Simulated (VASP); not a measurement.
# Cd (Fd-3m) in VASP: further runs

Runs on Cd. Level: PBE. Tasks: single point.

Program: VASP 6.6.1. These are calculated values, not measurements. Logs are shortened: lines on timing, memory, paths and dates and some standing lists are left out, and cuts for length are marked.

## (1) The cell of the first run

The structure is cubic, space group Fd-3m (No. 227). The conventional cell has a = 5.875 Å, b = 5.875 Å, c = 5.875 Å, α = 90.00°, β = 90.00°, γ = 90.00°. Cd (site symmetry -43m) has 4 Cd at 2.54 Å within 3.4 Å.

This isn't the form of Cd at room conditions, which is hcp.

## (2) Single point, PBE

Input file INCAR:

```
SYSTEM = Cd
PREC     = Accurate       ! precision mode
ENCUT    = 520            ! plane-wave cutoff, eV
EDIFF    = 1E-6           ! SCF threshold, eV
ISMEAR   = -1             ! smearing method
SIGMA    = 0.1            ! smearing width, eV
LREAL    = .False.        ! projectors in reciprocal space
LASPH    = .True.         ! aspherical terms in the spheres
NELM     = 80             ! most SCF steps
ALGO     = Normal         ! electronic algorithm
ISIF     = 2              ! what is computed and relaxed
LWAVE    = .False.        ! write WAVECAR
LCHARG   = .True.         ! write CHGCAR
GGA      = PE             ! functional
LELF     = .True.         ! ELF
LVHAR    = .True.       
NBANDS   = 19             ! bands
```

Input file KPOINTS:

```
Automatic mesh
0
Gamma
  12 12 12
  0 0 0
```

Input file POSCAR:

```
Cd
1.0
    0.0000000000      2.9372976105      2.9372976105
    2.9372976105      0.0000000000      2.9372976105
    2.9372976105      2.9372976105      0.0000000000
Cd
2
Direct
   -0.1250000000     -0.1250000000     -0.1250000000
    0.1250000000      0.1250000000      0.1250000000
```

Potentials or basis: VASP PAW PBE potentials, release 64 (Cd).

Command:

```bash
> cat potpaw_PBE.64/Cd/POTCAR > POTCAR
> mpirun -np 1 vasp_std > vasp.out
```

OUTCAR:

```text
SYSTEM = Cd
   PREC = Accurate
   ENCUT = 520
   EDIFF = 1E-6
   ISMEAR = -1
   LREAL = .False.
   LASPH = .True.
   NELM = 80
   ISIF = 2
   GGA = PE

 ion  position               nearest neighbor table
   1  0.875  0.875  0.875-   2 2.54   2 2.54   2 2.54   2 2.54
   2  0.125  0.125  0.125-   1 2.54   1 2.54   1 2.54   1 2.54

  LATTYP: Found a face centered cubic cell.
 ALAT       =     5.8745952210

  Lattice vectors:

 A1 = (   0.0000000000,   2.9372976105,   2.9372976105)
 A2 = (   2.9372976105,   0.0000000000,   2.9372976105)
 A3 = (   2.9372976105,   2.9372976105,   0.0000000000)

Analysis of symmetry for initial positions (statically):
=====================================================================
 Subroutine PRICEL returns:
 Original cell was already a primitive cell.

 Routine SETGRP: Setting up the symmetry group for a
 face centered cubic supercell.

 Subroutine GETGRP returns: Found 48 space group operations
 (whereof 12 operations were pure point group operations)
 out of a pool of 48 trial point group operations.

The static configuration has the point symmetry D_3d.
 The point group associated with its full space group is O_h .

Analysis of symmetry for dynamics (positions and initial velocities):
=====================================================================
 Subroutine PRICEL returns:
 Original cell was already a primitive cell.

 Routine SETGRP: Setting up the symmetry group for a
 face centered cubic supercell.

 Subroutine GETGRP returns: Found 48 space group operations
 (whereof 12 operations were pure point group operations)
 out of a pool of 48 trial point group operations.

The dynamic configuration has the point symmetry D_3d.
 The point group associated with its full space group is O_h .

 Subroutine INISYM returns: Found 48 space group operations
 (whereof 12 operations are pure point group operations),
 and found     1 'primitive' translations

----------------------------------------------------------------------------------------

                                     Primitive cell

  volume of cell :      50.6843

  direct lattice vectors                    reciprocal lattice vectors
     0.000000000  2.937297610  2.937297610    -0.170224494  0.170224494  0.170224494
     2.937297610  0.000000000  2.937297610     0.170224494 -0.170224494  0.170224494
     2.937297610  2.937297610  0.000000000     0.170224494  0.170224494 -0.170224494

  length of vectors
     4.153966117  4.153966117  4.153966117     0.294837473  0.294837473  0.294837473

  position of ions in fractional coordinates (direct lattice)
     0.875000000  0.875000000  0.875000000
     0.125000000  0.125000000  0.125000000

  ion indices of the primitive-cell ions
   primitive index   ion index
                 1           1
                 2           2

----------------------------------------------------------------------------------------

 KPOINTS: Automatic mesh

Automatic generation of k-mesh.
 Grid dimensions read from file:
 generate k-points for:   12   12   12

 Generating k-lattice:

  Cartesian coordinates                     Fractional coordinates (reciprocal lattice)
    -0.014185375  0.014185375  0.014185375     0.083333333  0.000000000  0.000000000
     0.014185375 -0.014185375  0.014185375     0.000000000  0.083333333  0.000000000
     0.014185375  0.014185375 -0.014185375     0.000000000  0.000000000  0.083333333

  Length of vectors
     0.024569789  0.024569789  0.024569789

  Shift w.r.t. Gamma in fractional coordinates (k-lattice)
     0.000000000  0.000000000  0.000000000

 Subroutine IBZKPT returns following result:
 ===========================================

 Found     72 irreducible k-points:

 Following reciprocal coordinates:
            Coordinates               Weight
  0.000000  0.000000  0.000000      1.000000
  0.083333  0.000000  0.000000      8.000000
  0.166667  0.000000  0.000000      8.000000
  0.250000  0.000000  0.000000      8.000000
  0.333333  0.000000  0.000000      8.000000
  0.416667  0.000000  0.000000      8.000000
[... 16 lines left out ...]
  0.500000  0.166667  0.000000     24.000000
 -0.416667  0.166667  0.000000     24.000000
 [... further k-points ...]
   k-points           NKPTS =     72   k-points in BZ     NKDIM =     72   number of bands    NBANDS=     19
   number of dos      NEDOS =    301   number of ions     NIONS =      2
   total plane-waves  NPLWV =  32768
   dimension x,y,z NGX =    32 NGY =   32 NGZ =   32
   dimension x,y,z NGXF=    64 NGYF=   64 NGZF=   64
   ions per type =               2
   NGX,Y,Z   is equivalent  to a cutoff of  12.81, 12.81, 12.81 a.u.
   NGXF,Y,Z  is equivalent  to a cutoff of  25.61, 25.61, 25.61 a.u.
 SYSTEM =  Cd
   PREC   = accura    normal or accurate (medium, high low for compatibility)
   ISTART =      0    job   : 0-new  1-cont  2-samecut
   ICHARG =      2    charge: 1-file 2-atom 10-const
   ISPIN  =      1    spin polarized calculation?
   LNONCOLLINEAR =      F non collinear calculations
   LSORBIT =      F    spin-orbit coupling
   LASPH  =      T    aspherical Exc in radial PAW
   ENCUT  =  520.0 eV  38.22 Ry    6.18 a.u.   7.72  7.72  7.72*2*pi/ulx,y,z
   NELM   =     80;   NELMIN=  2; NELMDL= -5     # of ELM steps
   EDIFF  = 0.1E-05   stopping-criterion for ELM
   LREAL  =      F    real-space projection
   EDIFFG = 0.1E-04   stopping-criterion for IOM
   NSW    =      0    number of steps for IOM
   IBRION =     -1    ionic relax: 0-MD 1-quasi-New 2-CG
   NFREE  =      0    steps in history (QN), initial steepest desc. (CG)
   ISIF   =      2    stress and relaxation
   ISYM   =      2    0-nonsym 1-usesym 2-fastsym
   POTIM  = 0.5000    time-step for ionic-motion
   TEBEG  =    0.0;   TEEND  =   0.0 temperature during run
   PSTRESS=    0.0 pullay stress
   NELECT =      24.0000    total number of electrons
   NUPDOWN=      -1.0000    fix difference up-down
   EMIN   =  10.00;   EMAX   =-10.00  energy-range for DOS
   EFERMI =   0.00;   METHOD = LEGACY
   ISMEAR =    -1;   SIGMA  =   0.10  broadening in eV -4-tet -1-fermi 0-gaus
   EFERMI_NEDOS =   21; number of points for ismear=-14 and -15
   IALGO  =     38    algorithm
   IMIX   =      4    mixing-type and parameters
     AMIX     =   0.40;   BMIX     =  1.00
     AMIX_MAG =   1.60;   BMIX_MAG =  1.00
  volume/ion in A,a.u.               =      25.34       171.02
  Fermi-wavevector in a.u.,A,eV,Ry     =   1.276010  2.411309 22.153015  1.628201
  Thomas-Fermi vector in A             =   2.408690
   LORBIT       =      0    0 simple, 1 ext, 2 COOP (PROOUT), +10 PAW based schemes
   GGA     = PE    functional components
   LHFCALC =     F    Hartree Fock is set to
   AEXX    =    0.0000 exact exchange contribution
   IVDW    =     0    specifies the selected vdW correction
   LEPSILON=     F    determine dielectric tensor
   LRPA    =     F    only Hartree local field effects (RPA)
 non-spin polarized calculation
  energy-cutoff  :      520.00
  volume of cell :       50.68
 maximum number of plane-waves:      1384
   NGX = 15   NGY = 15   NGZ = 15

 number of electron      24.0000013 magnetization

 Free energy of the ion-electron system (eV)
  ---------------------------------------------------
  ext. energy  EPLUGINS =         0.00000000
  ---------------------------------------------------
  free energy    TOTEN  =         0.08113540 eV

  energy without entropy =        0.11323344  energy(sigma->0) =        0.09718442

 E-fermi :   1.8129     XC(G=0):  -9.9372

 val. band max:        1.8061358068   @ k =  -0.4167   0.3333   0.1667
 cond. band min:       1.8155923820   @ k =  -0.3333   0.5000   0.1667
 fundamental gap:      0.0094565752
 Fermi energy:         1.8129359537

 k-point     1 :       0.0000    0.0000    0.0000
  band No.  band energies     occupation
      1      -8.2440      2.00000
      2      -8.2440      2.00000
      3      -8.2440      2.00000
      4      -8.1874      2.00000
      5      -8.1874      2.00000
      6      -6.8780      2.00000
[... 11 lines left out ...]
     18      10.0740      0.00000
     19      10.4816      0.00000

 k-point     2 :       0.0833    0.0000    0.0000
  band No.  band energies     occupation
      1      -8.3002      2.00000
      2      -8.3002      2.00000
      3      -8.2410      2.00000
      4      -8.1168      2.00000
      5      -8.1168      2.00000
      6      -6.9201      2.00000
[... 11 lines left out ...]
     18      10.6306      0.00000
     19      11.3796      0.00000

 k-point     3 :       0.1667    0.0000    0.0000
  band No.  band energies     occupation
      1      -8.3521      2.00000
      2      -8.3521      2.00000
      3      -8.2338      2.00000
      4      -8.0290      2.00000
      5      -8.0290      2.00000
      6      -7.0088      2.00000
[... 11 lines left out ...]
     18      11.1933      0.00000
     19      11.9574      0.00000

 k-point     4 :       0.2500    0.0000    0.0000
  band No.  band energies     occupation
      1      -8.3754      2.00000
      2      -8.3754      2.00000
      3      -8.2252      2.00000
      4      -7.9676      2.00000
      5      -7.9676      2.00000
      6      -7.1070      2.00000
[... 11 lines left out ...]
     18      10.7944      0.00000
     19      12.8664      0.00000

 k-point     5 :       0.3333    0.0000    0.0000
  band No.  band energies     occupation
      1      -8.3730      2.00000
      2      -8.3730      2.00000
      3      -8.2170      2.00000
      4      -7.9469      2.00000
      5      -7.9469      2.00000
      6      -7.1963      2.00000
[... 11 lines left out ...]
     18      10.2393      0.00000
     19      13.8904      0.00000
[... 334 lines left out ...]
      2      -8.3179      2.00000
      3      -8.2597      2.00000
      4      -7.9359      2.00000
      5      -7.7251      2.00000
      6      -7.4222      2.00000
[... 11 lines left out ...]
     18      12.2150      0.00000
     19      13.1948      0.00000

 k-point    22 :       0.4167    0.1667    0.0000
  band No.  band energies     occupation
      1      -8.4883      2.00000
      2      -8.3387      2.00000
      3      -8.2201      2.00000
      4      -7.8831      2.00000
      5      -7.7250      2.00000
      6      -7.4289      2.00000
[... 11 lines left out ...]
     18      11.7232      0.00000
     19      12.9956      0.00000

 k-point    23 :       0.5000    0.1667    0.0000
  band No.  band energies     occupation
      1      -8.4928      2.00000
      2      -8.3677      2.00000
      3      -8.1663      2.00000
      4      -7.8317      2.00000
      5      -7.7759      2.00000
      6      -7.4078      2.00000
[... 11 lines left out ...]
     18      12.2780      0.00000
     19      13.1730      0.00000

 k-point    24 :      -0.4167    0.1667    0.0000
  band No.  band energies     occupation
      1      -8.4819      2.00000
      2      -8.4049      2.00000
      3      -8.1140      2.00000
      4      -7.8589      2.00000
      5      -7.7779      2.00000
      6      -7.3719      2.00000
[... 11 lines left out ...]
     18      12.9816      0.00000
     19      14.3142      0.00000

 [... further k-points ...]
[... 5 lines left out ...]
  --------------------------------------------------------------------------------------
  -------------------------------------------------------------------------------------
  Total        5.9509755      5.9509755      5.9509755      0.0000000     -0.0000000     -0.0000000
  in kB      188.1156350    188.1156350    188.1156350      0.0000000     -0.0000000     -0.0000000
  external PRESSURE =     188.1156350 kB  Pullay stress =       0.0000000 kB

 VOLUME and BASIS-vectors are now :
 -----------------------------------------------------------------------------
  energy-cutoff  :      520.00
  volume of cell :       50.68
      direct lattice vectors                 reciprocal lattice vectors
     0.000000000  2.937297610  2.937297610    -0.170224494  0.170224494  0.170224494
     2.937297610  0.000000000  2.937297610     0.170224494 -0.170224494  0.170224494
     2.937297610  2.937297610  0.000000000     0.170224494  0.170224494 -0.170224494

 POSITION                                       TOTAL-FORCE (eV/Angst)
 -----------------------------------------------------------------------------------
      5.14027      5.14027      5.14027        -0.000000      0.000000      0.000000
      0.73432      0.73432      0.73432         0.000000     -0.000000     -0.000000
 -----------------------------------------------------------------------------------
    total drift:                                0.000000      0.000000     -0.000000

  FREE ENERGIE OF THE ION-ELECTRON SYSTEM (eV)
  ---------------------------------------------------
  free  energy   TOTEN  =         0.0811354011 eV

  energy  without entropy=        0.1132334385  energy(sigma->0) =        0.09718442
```

Wall time 59 s (1 thread of Intel Xeon 8259CL, shared host); peak memory 0.21 GiB.

What came out:

```
Free energy            : 0.0811 eV
Pressure               : 18.8 GPa
Band gap on the k mesh : zero (bands 12 and 13 overlap by 7.19 eV)
```

Caveat: the cell stands under pressure.

## (3) Single point, PBE

Input file INCAR:

```
ALGO     = Normal         # electronic algorithm
EDIFF    = 1E-6           # SCF threshold, eV
ENCUT    = 520            # plane-wave cutoff, eV
GGA      = PE             # functional
ISIF     = 2              # what is computed and relaxed
ISMEAR   = -1             # smearing method
LASPH    = T              # aspherical terms in the spheres
LCHARG   = F              # write CHGCAR
LREAL    = F              # projectors in reciprocal space
LWAVE    = F              # write WAVECAR
NBANDS   = 19             # bands
NELM     = 60             # most SCF steps
PREC     = Accurate       # precision mode
SIGMA    = 0.1            # smearing width, eV
```

Input file KPOINTS:

```
k-points
0
Gamma
  12 12 12
```

Input file POSCAR:

```
Cd
1.0
    0.0000000000      2.9378558876      2.9378558876
    2.9378558876      0.0000000000      2.9378558876
    2.9378558876      2.9378558876      0.0000000000
Cd
2
Direct
   -0.1250000000     -0.1250000000     -0.1250000000
    0.1250000000      0.1250000000      0.1250000000
```

Potentials or basis: VASP PAW PBE potentials, release 64 (Cd).

Command:

```bash
> cat potpaw_PBE.64/Cd/POTCAR > POTCAR
> mpirun -np 1 vasp_std > vasp.out
```

It took 55 s on 1 thread of Intel Xeon 8259CL, shared host; peak memory 0.2 GiB.

Results (log left out):

```yaml
Free_energy: 0.0777 eV
Pressure: 18.8 GPa
Band_gap_on_the_k_mesh: zero (bands 12 and 13 overlap by 7.19 eV)
```

Levels at points of the mesh, in eV from the Fermi level:
```tsv
k point	band 8	band 9	band 10	band 11	band 12	band 13	band 14	band 15	band 16	band 17
(0.00, 0.00, 0.00)	-8.69	-8.25	-8.25	-8.08	6.26	6.26	6.26	7.19	7.19	7.19
(0.50, 0.00, 0.00)	-8.67	-8.25	-8.25	-4.59	-3.41	3.79	3.79	7.05	7.83	7.91
(0.50, 0.50, 0.00)	-8.86	-8.15	-8.15	-3.07	-3.07	1.02	1.02	4.79	4.79	15.63
```

Caveat: the cell stands under pressure.
